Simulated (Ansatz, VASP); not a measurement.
## Mg in VASP and in Ansatz

```
Mg
1.0
    -1.48628    1.48628    1.48628
     1.48628   -1.48628    1.48628
     1.48628    1.48628   -1.48628
Mg
1
Direct
  0.00000 0.00000 0.00000
```

Change from the starting cell: volume scaled by 1.02.

Alike in both runs: task single point; functional LDA; k mesh 19 × 19 × 19; occupations fermi-dirac, width 0.03 eV; no spin polarisation.

|  | VASP | Ansatz |
| --- | --- | --- |
| version | VASP 6.6.1 | Ansatz 0.2.0 |
| potentials or method | VASP PAW LDA potentials, release 64 (Mg), cutoff 520 eV | all-electron LAPW, scalar-relativistic |

VASP gave:

| Quantity | Value |
| --- | --- |
| pressure (GPa) | 51.7 |

Q: What did Ansatz give for the same quantities?

A: Pressure (GPa): 51.4.

LDA's correlation is that of Perdew and Zunger in VASP and of Perdew and Wang (1992) in Ansatz. Both programs put the cell under a high pressure, so it lies far from rest at this level. Ansatz ran all-electron here, and VASP with PAW potentials.
